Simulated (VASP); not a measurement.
# Pd in VASP: density of states with LDA

Aim: the density of states of Pd with LDA.

Everything below comes from runs of VASP 6.6.1. Logs are shortened: lines on timing, memory, paths and dates and some standing lists are left out, and cuts for length are marked.

### 1 The cell of the first run

The cell holds a slab with vacuum, 5 atoms: a = 2.715 Å, b = 2.715 Å, c = 23.680 Å, α = 90.00°, β = 90.00°, γ = 90.00°.

### 2 Density of states, LDA

POSCAR

```
Pd
1.0
    2.7154616614      0.0000000000      0.0000000000
    0.0000000000      2.7154616614      0.0000000000
    0.0000000000      0.0000000000     23.6805000000
Pd
5
Direct
    0.0000000000      0.0000000000      0.3378310126
    0.5000000000      0.5000000000      0.4189155061
    0.0000000000      0.0000000000      0.5000000000
    0.5000000000      0.5000000000      0.5810844939
    0.0000000000      0.0000000000      0.6621689874
```

INCAR.step1

```
SYSTEM = Pd
PREC = Accurate ; ENCUT = 400
EDIFF = 1E-6 ; ISMEAR = -1
SIGMA = 0.05 ; LREAL = .FALSE.
LASPH = .TRUE. ; NELM = 120
ALGO = Normal ; ISIF = 2
LWAVE = .FALSE. ; LCHARG = .TRUE.
LMAXMIX = 4 ; LDIPOL = .TRUE.
IDIPOL = 3 ; DIPOL = 0.5 0.5 0.500
GGA = CA ; NBANDS = 33
GGA_COMPAT = .FALSE. ; NEDOS = 2001
LORBIT = 11 ; NELMDL = -8
```

KPOINTS.step1

```
regular mesh
0
G
  13 13 1
  0 0 0
```

INCAR.step2

```
SYSTEM = Pd
PREC = Accurate ; ENCUT = 400
EDIFF = 1E-6 ; ISMEAR = -5
SIGMA = 0.05 ; LREAL = .FALSE.
LASPH = .TRUE. ; NELM = 120
ALGO = Normal ; ISIF = 2
LWAVE = .FALSE. ; LCHARG = .FALSE.
LMAXMIX = 4 ; LDIPOL = .TRUE.
IDIPOL = 3 ; DIPOL = 0.5 0.5 0.500
GGA = CA ; LORBIT = 11
NBANDS = 33 ; NEDOS = 1001
ICHARG = 11 ; GGA_COMPAT = .FALSE.
NELMDL = -8
```

KPOINTS.step2

```
regular mesh
0
G
  20 20 1
  0 0 0
```

Potentials or basis: VASP PAW LDA potentials, release 64 (Pd).

Command:

```bash
> cat potpaw_LDA.64/Pd/POTCAR > POTCAR
> cp INCAR.step1 INCAR
> cp KPOINTS.step1 KPOINTS
> mpirun -np 1 vasp_std > vasp.out
> cp INCAR.step2 INCAR
> cp KPOINTS.step2 KPOINTS
> mpirun -np 1 vasp_std > vasp.out
```

OUTCAR:

```text
SYSTEM = Pd
   PREC = Accurate
   ENCUT = 400
   EDIFF = 1E-6
   ISMEAR = -5
   LREAL = .FALSE.
   LASPH = .TRUE.
   NELM = 120
   ISIF = 2
   GGA = CA
   LORBIT = 11
   ICHARG = 11
   NELMDL = -8

 ion  position               nearest neighbor table
   1  0.000  0.000  0.338-   2 2.72   2 2.72   2 2.72   2 2.72
   2  0.500  0.500  0.419-   1 2.72   1 2.72   1 2.72   1 2.72   3 2.72   3 2.72   3 2.72   3 2.72

   3  0.000  0.000  0.500-   2 2.72   4 2.72   2 2.72   4 2.72   2 2.72   4 2.72   2 2.72   4 2.72

   4  0.500  0.500  0.581-   5 2.72   5 2.72   5 2.72   5 2.72   3 2.72   3 2.72   3 2.72   3 2.72

   5  0.000  0.000  0.662-   4 2.72   4 2.72   4 2.72   4 2.72

  LATTYP: Found a simple tetragonal cell.
 ALAT       =     2.7154616614
 C/A-ratio  =     8.7206165849

  Lattice vectors:

 A1 = (   2.7154616614,   0.0000000000,   0.0000000000)
 A2 = (   0.0000000000,   2.7154616614,   0.0000000000)
 A3 = (   0.0000000000,   0.0000000000,  23.6805000000)

Analysis of symmetry for initial positions (statically):
=====================================================================
 Subroutine PRICEL returns:
 Original cell was already a primitive cell.

 Routine SETGRP: Setting up the symmetry group for a
 simple tetragonal supercell.

 Subroutine GETGRP returns: Found 16 space group operations
 (whereof 16 operations were pure point group operations)
 out of a pool of 16 trial point group operations.

The static configuration has the point symmetry D_4h.

Analysis of symmetry for dynamics (positions and initial velocities):
=====================================================================
 Subroutine PRICEL returns:
 Original cell was already a primitive cell.

 Routine SETGRP: Setting up the symmetry group for a
 simple tetragonal supercell.

 Subroutine GETGRP returns: Found 16 space group operations
 (whereof 16 operations were pure point group operations)
 out of a pool of 16 trial point group operations.

The dynamic configuration has the point symmetry D_4h.

 Subroutine INISYM returns: Found 16 space group operations
 (whereof 16 operations are pure point group operations),
 and found     1 'primitive' translations

----------------------------------------------------------------------------------------

                                     Primitive cell

  volume of cell :     174.6137

  direct lattice vectors                    reciprocal lattice vectors
     2.715461661  0.000000000  0.000000000     0.368261506  0.000000000  0.000000000
     0.000000000  2.715461661  0.000000000     0.000000000  0.368261506  0.000000000
     0.000000000  0.000000000 23.680500000     0.000000000  0.000000000  0.042228838

  length of vectors
     2.715461661  2.715461661 23.680500000     0.368261506  0.368261506  0.042228838

  position of ions in fractional coordinates (direct lattice)
     0.000000000  0.000000000  0.337831013
     0.500000000  0.500000000  0.418915506
     0.000000000  0.000000000  0.500000000
     0.500000000  0.500000000  0.581084494
     0.000000000  0.000000000  0.662168987

  ion indices of the primitive-cell ions
   primitive index   ion index
                 1           1
                 2           2
                 3           3
                 4           4
                 5           5

----------------------------------------------------------------------------------------

 KPOINTS: regular mesh

Automatic generation of k-mesh.
 Grid dimensions read from file:
 generate k-points for:   20   20    1

 Generating k-lattice:

  Cartesian coordinates                     Fractional coordinates (reciprocal lattice)
     0.018413075  0.000000000  0.000000000     0.050000000  0.000000000  0.000000000
     0.000000000  0.018413075  0.000000000     0.000000000  0.050000000  0.000000000
     0.000000000  0.000000000  0.042228838     0.000000000  0.000000000  1.000000000

  Length of vectors
     0.018413075  0.018413075  0.042228838

  Shift w.r.t. Gamma in fractional coordinates (k-lattice)
     0.000000000  0.000000000  0.000000000

 TETIRR: Found    610 inequivalent tetrahedra from     2400

 Subroutine IBZKPT returns following result:
 ===========================================

 Found     66 irreducible k-points:

 Following reciprocal coordinates:
            Coordinates               Weight
  0.000000  0.000000  0.000000      1.000000
  0.050000  0.000000  0.000000      4.000000
  0.100000  0.000000  0.000000      4.000000
  0.150000  0.000000  0.000000      4.000000
  0.200000  0.000000  0.000000      4.000000
  0.250000  0.000000  0.000000      4.000000
[... 16 lines left out ...]
  0.150000  0.100000  0.000000      8.000000
  0.200000  0.100000  0.000000      8.000000
 [... further k-points ...]
   k-points           NKPTS =     66   k-points in BZ     NKDIM =     66   number of bands    NBANDS=     33
   number of dos      NEDOS =   1001   number of ions     NIONS =      5
   total plane-waves  NPLWV =  51840
   dimension x,y,z NGX =    18 NGY =   18 NGZ =  160
   dimension x,y,z NGXF=    36 NGYF=   36 NGZF=  320
   ions per type =               5
   NGX,Y,Z   is equivalent  to a cutoff of  11.02, 11.02, 11.23 a.u.
   NGXF,Y,Z  is equivalent  to a cutoff of  22.04, 22.04, 22.47 a.u.
 SYSTEM =  Pd
   PREC   = accura    normal or accurate (medium, high low for compatibility)
   ISTART =      0    job   : 0-new  1-cont  2-samecut
   ICHARG =     11    charge: 1-file 2-atom 10-const
   ISPIN  =      1    spin polarized calculation?
   LNONCOLLINEAR =      F non collinear calculations
   LSORBIT =      F    spin-orbit coupling
   LASPH  =      T    aspherical Exc in radial PAW
   ENCUT  =  400.0 eV  29.40 Ry    5.42 a.u.   4.43  4.43 38.62*2*pi/ulx,y,z
   NELM   =    120;   NELMIN=  2; NELMDL= -8     # of ELM steps
   EDIFF  = 0.1E-05   stopping-criterion for ELM
   LREAL  =      F    real-space projection
   EDIFFG = 0.1E-04   stopping-criterion for IOM
   NSW    =      0    number of steps for IOM
   IBRION =     -1    ionic relax: 0-MD 1-quasi-New 2-CG
   NFREE  =      0    steps in history (QN), initial steepest desc. (CG)
   ISIF   =      2    stress and relaxation
   ISYM   =      2    0-nonsym 1-usesym 2-fastsym
   POTIM  = 0.5000    time-step for ionic-motion
   TEBEG  =    0.0;   TEEND  =   0.0 temperature during run
   PSTRESS=    0.0 pullay stress
   NELECT =      50.0000    total number of electrons
   NUPDOWN=      -1.0000    fix difference up-down
   EMIN   =  10.00;   EMAX   =-10.00  energy-range for DOS
   EFERMI =   0.00;   METHOD = LEGACY
   ISMEAR =    -5;   SIGMA  =   0.05  broadening in eV -4-tet -1-fermi 0-gaus
   EFERMI_NEDOS =   21; number of points for ismear=-14 and -15
   IALGO  =     38    algorithm
   IMIX   =      4    mixing-type and parameters
     AMIX     =   0.40;   BMIX     =  1.00
     AMIX_MAG =   1.60;   BMIX_MAG =  1.00
  volume/ion in A,a.u.               =      34.92       235.67
  Fermi-wavevector in a.u.,A,eV,Ry     =   1.079043  2.039096 15.841724  1.164334
  Thomas-Fermi vector in A             =   2.214998
   LORBIT       =     11    0 simple, 1 ext, 2 COOP (PROOUT), +10 PAW based schemes
   GGA     = CA    functional components
   LHFCALC =     F    Hartree Fock is set to
   AEXX    =    0.0000 exact exchange contribution
   IVDW    =     0    specifies the selected vdW correction
   LEPSILON=     F    determine dielectric tensor
   LRPA    =     F    only Hartree local field effects (RPA)
 non-spin polarized calculation
 Fermi weights with tetrahedron method with Bloechl corrections
  energy-cutoff  :      400.00
  volume of cell :      174.61
 maximum number of plane-waves:      3213
 NGX is ok and might be reduce to    18

 number of electron      49.9999990 magnetization

 dipolmoment           0.000000      0.000000     -0.000000 electrons x Angstroem

 Free energy of the ion-electron system (eV)
  ---------------------------------------------------
  ext. energy  EPLUGINS =         0.00000000
  ---------------------------------------------------
  free energy    TOTEN  =       -30.51353436 eV

  energy without entropy =      -30.51353436  energy(sigma->0) =      -30.51353436

 E-fermi :   0.8963     XC(G=0):  -6.4146

 val. band max:        0.9067249182   @ k =   0.5000   0.4000   0.0000
 cond. band min:       0.9075337391   @ k =   0.3500   0.2000   0.0000
 fundamental gap:      0.0008088209
 Fermi energy:         0.8963229253

 k-point     1 :       0.0000    0.0000    0.0000
  band No.  band energies     occupation
      1      -6.2130      2.00000
      2      -5.0717      2.00000
      3      -4.6712      2.00000
      4      -4.4019      2.00000
      5      -3.9644      2.00000
      6      -3.8837      2.00000
[... 25 lines left out ...]
     32       6.2924      0.00000
     33       6.6984      0.00000

 k-point     2 :       0.0500    0.0000    0.0000
  band No.  band energies     occupation
      1      -6.1525      2.00000
      2      -5.0194      2.00000
      3      -4.6289      2.00000
      4      -4.3650      2.00000
      5      -3.9230      2.00000
      6      -3.8371      2.00000
[... 25 lines left out ...]
     32       6.3449      0.00000
     33       6.7589      0.00000
[... 754 lines left out ...]
     32       6.9715      0.00000
     33       7.4972      0.00000

 k-point    24 :       0.2000    0.1000    0.0000
  band No.  band energies     occupation
      1      -5.1232      2.00000
      2      -4.2591      2.00000
      3      -4.0304      2.00000
      4      -3.6336      2.00000
      5      -3.4507      2.00000
      6      -3.3984      2.00000
[... 25 lines left out ...]
     32       7.3326      0.00000
     33       7.9316      0.00000

 [... further k-points ...]

------------------------ aborting loop because EDIFF is reached ----------------------------------------

 vacuum level on the upper side and lower side of the slab       (xc-potential included)        -0.109        -0.109

  FORCE on cell =-STRESS in cart. coord.  units (eV):
  Direction    XX          YY          ZZ          XY          YZ          ZX
  --------------------------------------------------------------------------------------
  -------------------------------------------------------------------------------------
  Total       -3.3742341     -3.3742341     -1.1616102      0.0000000      0.0000000     -0.0000000
  in kB      -30.9604719    -30.9604719    -10.6584184      0.0000000      0.0000000     -0.0000000
  external PRESSURE =     -24.1931207 kB  Pullay stress =       0.0000000 kB

 VOLUME and BASIS-vectors are now :
 -----------------------------------------------------------------------------
  energy-cutoff  :      400.00
  volume of cell :      174.61
      direct lattice vectors                 reciprocal lattice vectors
     2.715461661  0.000000000  0.000000000     0.368261506  0.000000000  0.000000000
     0.000000000  2.715461661  0.000000000     0.000000000  0.368261506  0.000000000
     0.000000000  0.000000000 23.680500000     0.000000000  0.000000000  0.042228838

 POSITION                                       TOTAL-FORCE (eV/Angst)
 -----------------------------------------------------------------------------------
      0.00000      0.00000      8.00001        -0.000000     -0.000000      0.233396
      1.35773      1.35773      9.92013        -0.000000     -0.000000     -0.169551
      0.00000      0.00000     11.84025         0.000000      0.000000      0.000000
      1.35773      1.35773     13.76037         0.000000      0.000000      0.169551
      0.00000      0.00000     15.68049         0.000000      0.000000     -0.233396
 -----------------------------------------------------------------------------------
    total drift:                                0.000000      0.000000     -0.000000

  FREE ENERGIE OF THE ION-ELECTRON SYSTEM (eV)
  ---------------------------------------------------
  free  energy   TOTEN  =       -30.5135343551 eV

  energy  without entropy=      -30.5135343551  energy(sigma->0) =      -30.51353436

 vacuum level on the upper side and lower side of the slab         6.306         6.306

 total charge

# of ion       s       p       d       tot
------------------------------------------
    1        0.464   0.340   8.506   9.310
    2        0.505   0.525   8.481   9.512
    3        0.514   0.530   8.497   9.542
    4        0.505   0.525   8.481   9.512
    5        0.464   0.340   8.506   9.310
--------------------------------------------------
tot          2.454   2.260  42.472  47.185
```

Run time: 2.6 min. Hardware: 1 thread of Intel Xeon 6975P-C (Granite Rapids), shared host; peak memory 0.29 GiB.

What came out:

| Item | Value |
| --- | --- |
| Valence electrons inside the program's atomic spheres | Pd 9.31, 9.51, 9.54 |

Caveat: tetrahedron occupations give inexact forces and stress in metals.
